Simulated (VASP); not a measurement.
# Mo (Fm-3m) in VASP: elastic constants with LDA+U

Aim: the elastic constants of Mo with LDA+U.

Program: VASP 6.6.1. These are calculated values, not measurements. Logs are shortened: lines on timing, memory, paths and dates and some standing lists are left out, and cuts for length are marked.

## (1) The cell of the first run

Symmetry: Fm-3m, No. 225, cubic system. Conventional cell: a = 4.030 Å, b = 4.030 Å, c = 4.030 Å, α = 90.00°, β = 90.00°, γ = 90.00°. Mo (site symmetry m-3m) has 12 Mo at 2.85 Å within 3.8 Å.

This isn't the form of Mo at room conditions, which is bcc.

## (2) Elastic constants, LDA+U

Contents of INCAR:

```
SYSTEM = Mo
ALGO     = Normal         ! electronic algorithm
EDIFF    = 1E-8           ! SCF threshold, eV
ENCUT    = 500            ! plane-wave cutoff, eV
GGA_COMPAT= .False.      
IBRION   = 6              ! ionic algorithm
ISIF     = 3              ! what is computed and relaxed
ISMEAR   = 0              ! smearing method
LASPH    = .True.         ! aspherical terms in the spheres
LCHARG   = .False.        ! write CHGCAR
LDAU     = .True.         ! DFT+U
LDAUJ    = 0            
LDAUL    = 2              ! shell
LDAUPRINT= 1            
LDAUTYPE = 2            
LDAUU    = 1              ! U, eV
LMAXMIX  = 4              ! l up to which the mixer works
LREAL    = .False.        ! projectors in reciprocal space
LWAVE    = .False.        ! write WAVECAR
NELM     = 200            ! most SCF steps
NFREE    = 2            
NSW      = 1              ! ionic steps
POTIM    = 0.015          ! step
PREC     = Accurate       ! precision mode
SIGMA    = 0.1            ! smearing width, eV
```

Contents of KPOINTS:

```
k-points
0
Gamma
  10 10 10
  0 0 0
```

Contents of POSCAR:

```
Mo
1.0
    0.0000000000      2.0150000000      2.0150000000
    2.0150000000      0.0000000000      2.0150000000
    2.0150000000      2.0150000000      0.0000000000
Mo
1
Direct
    0.0000000000      0.0000000000      0.0000000000
```

Potentials or basis: VASP PAW LDA potentials, release 64 (Mo_sv).

Command:

```bash
> cat potpaw_LDA.64/Mo_sv/POTCAR > POTCAR
> mpirun -np 1 vasp_std > vasp.out
```

OUTCAR:

```text
SYSTEM = Mo
   EDIFF = 1E-8
   ENCUT = 500
   IBRION = 6
   ISIF = 3
   ISMEAR = 0
   LASPH = .True.
   LREAL = .False.
   NELM = 200
   NFREE = 2
   NSW = 1
   POTIM = 0.015
   PREC = Accurate

 ion  position               nearest neighbor table
   1  0.000  0.000  0.000-

  LATTYP: Found a face centered cubic cell.
 ALAT       =     4.0300000000

  Lattice vectors:

 A1 = (   0.0000000000,   2.0150000000,   2.0150000000)
 A2 = (   2.0150000000,   0.0000000000,   2.0150000000)
 A3 = (   2.0150000000,   2.0150000000,   0.0000000000)

Analysis of symmetry for initial positions (statically):
=====================================================================
 Subroutine PRICEL returns:
 Original cell was already a primitive cell.

 Routine SETGRP: Setting up the symmetry group for a
 face centered cubic supercell.

 Subroutine GETGRP returns: Found 48 space group operations
 (whereof 48 operations were pure point group operations)
 out of a pool of 48 trial point group operations.

The static configuration has the point symmetry O_h .

Analysis of symmetry for dynamics (positions and initial velocities):
=====================================================================
 Subroutine PRICEL returns:
 Original cell was already a primitive cell.

 Routine SETGRP: Setting up the symmetry group for a
 face centered cubic supercell.

 Subroutine GETGRP returns: Found 48 space group operations
 (whereof 48 operations were pure point group operations)
 out of a pool of 48 trial point group operations.

The dynamic configuration has the point symmetry O_h .

 Subroutine INISYM returns: Found 48 space group operations
 (whereof 48 operations are pure point group operations),
 and found     1 'primitive' translations

----------------------------------------------------------------------------------------

                                     Primitive cell

  volume of cell :      16.3627

  direct lattice vectors                    reciprocal lattice vectors
     0.000000000  2.015000000  2.015000000    -0.248138958  0.248138958  0.248138958
     2.015000000  0.000000000  2.015000000     0.248138958 -0.248138958  0.248138958
     2.015000000  2.015000000  0.000000000     0.248138958  0.248138958 -0.248138958

  length of vectors
     2.849640328  2.849640328  2.849640328     0.429789282  0.429789282  0.429789282

  position of ions in fractional coordinates (direct lattice)
     0.000000000  0.000000000  0.000000000

  ion indices of the primitive-cell ions
   primitive index   ion index
                 1           1

----------------------------------------------------------------------------------------

 KPOINTS: k-points

Automatic generation of k-mesh.
 Grid dimensions read from file:
 generate k-points for:   10   10   10

 Generating k-lattice:

  Cartesian coordinates                     Fractional coordinates (reciprocal lattice)
    -0.024813896  0.024813896  0.024813896     0.100000000  0.000000000  0.000000000
     0.024813896 -0.024813896  0.024813896     0.000000000  0.100000000  0.000000000
     0.024813896  0.024813896 -0.024813896     0.000000000  0.000000000  0.100000000

[... 302 lines left out ...]
  0.0000 -0.0000 -0.0000  0.4394 -0.0000
 -0.0000  0.0000  0.0000 -0.0000  0.3266

 occupancies and eigenvectors

  o =  0.3266  v = -0.0000 -0.0000  0.9890  0.0000 -0.1481  0.0000  0.0000  0.0000  0.0000  0.0000      0.0000  0.0000  0.0000  0.0000  0.0000  0.0000  0.0000  0.0000  0.0000  0.0000
  o =  0.3266  v =  0.0000  0.0000  0.0000  0.0000  0.0000 -0.0000 -0.0000  0.9890  0.0000 -0.1481      0.0000  0.0000  0.0000  0.0000  0.0000  0.0000  0.0000  0.0000  0.0000  0.0000
  o =  0.3266  v =  0.0000 -0.0000  0.1481  0.0000  0.9890  0.0000  0.0000  0.0000  0.0000  0.0000      0.0000  0.0000  0.0000  0.0000  0.0000  0.0000  0.0000  0.0000  0.0000  0.0000
  o =  0.3266  v =  0.0000  0.0000  0.0000  0.0000  0.0000  0.0000 -0.0000  0.1481  0.0000  0.9890      0.0000  0.0000  0.0000  0.0000  0.0000  0.0000  0.0000  0.0000  0.0000  0.0000
  o =  0.4394  v =  0.0000  0.0000  0.0000  0.0000  0.0000 -0.7133  0.7008 -0.0000  0.0001 -0.0000      0.0000  0.0000  0.0000  0.0000  0.0000  0.0000  0.0000  0.0000  0.0000  0.0000
  o =  0.4394  v = -0.7133  0.7008 -0.0000  0.0001 -0.0000  0.0000  0.0000  0.0000  0.0000  0.0000      0.0000  0.0000  0.0000  0.0000  0.0000  0.0000  0.0000  0.0000  0.0000  0.0000
  o =  0.4394  v =  0.0000  0.0001  0.0000 -1.0000  0.0000  0.0000  0.0000  0.0000  0.0000  0.0000      0.0000  0.0000  0.0000  0.0000  0.0000  0.0000  0.0000  0.0000  0.0000  0.0000
  o =  0.4394  v =  0.0000  0.0000  0.0000  0.0000  0.0000  0.0000  0.0001  0.0000 -1.0000  0.0000      0.0000  0.0000  0.0000  0.0000  0.0000  0.0000  0.0000  0.0000  0.0000  0.0000
  o =  0.4394  v =  0.0000  0.0000  0.0000  0.0000  0.0000 -0.7008 -0.7133 -0.0000 -0.0001  0.0000      0.0000  0.0000  0.0000  0.0000  0.0000  0.0000  0.0000  0.0000  0.0000  0.0000
  o =  0.4394  v = -0.7008 -0.7133 -0.0000 -0.0001  0.0000  0.0000  0.0000  0.0000  0.0000  0.0000      0.0000  0.0000  0.0000  0.0000  0.0000  0.0000  0.0000  0.0000  0.0000  0.0000

--------------------------------------- Ionic step       15  -------------------------------------------

 number of electron      14.0000001 magnetization

 Free energy of the ion-electron system (eV)
  ---------------------------------------------------
  ext. energy  EPLUGINS =         0.00000000
  ---------------------------------------------------
  free energy    TOTEN  =       -10.47111387 eV

  energy without entropy =      -10.46265749  energy(sigma->0) =      -10.46688568

 E-fermi :  11.4258     XC(G=0): -13.3351

 val. band max:       11.4056399546   @ k =  -0.2000   0.1000   0.0000
 cond. band min:      11.4367404064   @ k =  -0.4000   0.2000   0.1000
 fundamental gap:      0.0311004518
 Fermi energy:        11.4257630302

 k-point     1 :       0.0000    0.0000    0.0000
  band No.  band energies     occupation
      1     -49.0560      2.00000
      2     -22.6161      2.00000
      3     -22.6161      2.00000
      4     -22.6161      2.00000
      5       4.6624      2.00000
      6      10.6892      2.00000
      7      10.6892      2.00000
      8      10.6892      2.00000
      9      13.3678      0.00000
     10      13.3678      0.00000
     11      24.4429      0.00000
[... 309 lines left out ...]
 k-point    24 :       0.4000    0.3000    0.0000
  band No.  band energies     occupation
      1     -48.8312      2.00000
      2     -23.5578      2.00000
      3     -22.9975      2.00000
      4     -22.9569      2.00000
      5       7.3506      2.00000
      6       7.9598      2.00000
      7      11.8934      0.00000
      8      13.5688      0.00000
      9      15.1311      0.00000
     10      15.2261      0.00000
     11      25.3253      0.00000

 [... further k-points ...]

------------------------ aborting loop because EDIFF is reached ----------------------------------------

  FORCE on cell =-STRESS in cart. coord.  units (eV):
  Direction    XX          YY          ZZ          XY          YZ          ZX
  --------------------------------------------------------------------------------------
  -------------------------------------------------------------------------------------
  Total       -1.4644438     -1.4644438     -1.4644438      0.0000000     -0.0000000      0.0000000
  in kB     -143.3930657   -143.3930657   -143.3930657      0.0000000     -0.0000000      0.0000000
  external PRESSURE =    -143.3930657 kB  Pullay stress =       0.0000000 kB
[... 16 lines left out ...]
  FREE ENERGIE OF THE ION-ELECTRON SYSTEM (eV)
  ---------------------------------------------------
  free  energy   TOTEN  =       -10.4711138678 eV

  energy  without entropy=      -10.4626574851  energy(sigma->0) =      -10.46688568

 INTERNAL STRAIN TENSORS FROM STRAINED CELLS
 ============================================

 INTERNAL STRAIN TENSOR FOR ION    1 for displacements in x,y,z  (eV/Angst):
          X           Y           Z          XY          YZ          ZX
  --------------------------------------------------------------------------------
  x     0.00000    -0.00000     0.00000     0.00000    -0.00000    -0.00000
  y     0.00000     0.00000     0.00000     0.00000     0.00000    -0.00000
  z     0.00000     0.00000     0.00000     0.00000     0.00000    -0.00000

 INTERNAL STRAIN TENSORS FROM DISPLACED ATOMS
 ============================================

 INTERNAL STRAIN TENSOR FOR ION    1 for displacements in x,y,z  (eV/Angst):
          X           Y           Z          XY          YZ          ZX
  --------------------------------------------------------------------------------
  x     0.00000     0.00000     0.00000     0.00000     0.00000     0.00000
  y     0.00000     0.00000     0.00000     0.00000     0.00000     0.00000
  z     0.00000     0.00000     0.00000     0.00000     0.00000     0.00000

 Eigenvectors and eigenvalues of the dynamical matrix
 ----------------------------------------------------

   1 f  =    0.000000 THz     0.000000 2PiTHz    0.000000 cm-1     0.000000 meV
             X         Y         Z           dx          dy          dz
      0.000000  0.000000  0.000000     0.990992   -0.133918    0.000000

   2 f  =    0.000000 THz     0.000000 2PiTHz    0.000000 cm-1     0.000000 meV
             X         Y         Z           dx          dy          dz
      0.000000  0.000000  0.000000     0.000000    0.000000    1.000000

   3 f  =    0.000000 THz     0.000000 2PiTHz    0.000000 cm-1     0.000000 meV
             X         Y         Z           dx          dy          dz
      0.000000  0.000000  0.000000    -0.133918   -0.990992    0.000000

--------------------------------------------------------------------------------------------------------

 ELASTIC MODULI CONTR FROM IONIC RELAXATION (kBar)
 Direction    XX          YY          ZZ          XY          YZ          ZX
 --------------------------------------------------------------------------------
 XX           0.0000      0.0000      0.0000      0.0000      0.0000      0.0000
 YY           0.0000      0.0000      0.0000      0.0000      0.0000      0.0000
 ZZ           0.0000      0.0000      0.0000      0.0000      0.0000      0.0000
 XY           0.0000      0.0000      0.0000      0.0000      0.0000      0.0000
 YZ           0.0000      0.0000      0.0000      0.0000      0.0000      0.0000
 ZX           0.0000      0.0000      0.0000      0.0000      0.0000      0.0000
 --------------------------------------------------------------------------------

 TOTAL ELASTIC MODULI (kBar)
 Direction    XX          YY          ZZ          XY          YZ          ZX
 --------------------------------------------------------------------------------
 XX         549.7563   3036.2142   3036.2142      0.0000     -0.0000     -0.0000
 YY        3036.2142    549.7563   3036.2142     -0.0000     -0.0000      0.0000
 ZZ        3036.2142   3036.2142    549.7563     -0.0000      0.0000      0.0000
 XY           0.0000     -0.0000     -0.0000    -60.2825      0.0000      0.0000
 YZ          -0.0000     -0.0000      0.0000      0.0000    -60.2825      0.0000
 ZX          -0.0000      0.0000      0.0000      0.0000      0.0000    -60.2825
 --------------------------------------------------------------------------------
```

It took 7.5 min on 1 thread of AMD EPYC 7R43 (Zen 3), shared host; peak memory 0.18 GiB.

What came out:

```yaml
Elastic_constants_C11_C12_C44: 55, 304, -6 GPa
Voigt_bulk_modulus: 221 GPa
```

Elastic tensor in Voigt notation (GPa, in the Cartesian axes of the cell as first typed):
```
 55 304 304   0   0   0
304  55 304   0   0   0
304 304  55   0   0   0
  0   0   0  -6   0   0
  0   0   0   0  -6   0
  0   0   0   0   0  -6
```

Eigenvalues of the final occupation matrices:
| site | spin | trace | eigenvalues |
| --- | --- | --- | --- |
| site 1 d | 1 | 1.97 | 0.33 0.33 0.44 0.44 0.44 |
| site 1 d | 2 | 1.97 | 0.33 0.33 0.44 0.44 0.44 |

Clamped-ion elastic tensor (GPa):
```
 55 304 304   0   0   0
304  55 304   0   0   0
304 304  55   0   0   0
  0   0   0  -6   0   0
  0   0   0   0  -6   0
  0   0   0   0   0  -6
```

Caveat: the cell is under stress, which shifts elastic constants; the elastic tensor has a negative eigenvalue, so either the cell is unstable as it stands or the mesh is too thin; the U is typed as a test and isn't derived for this compound.
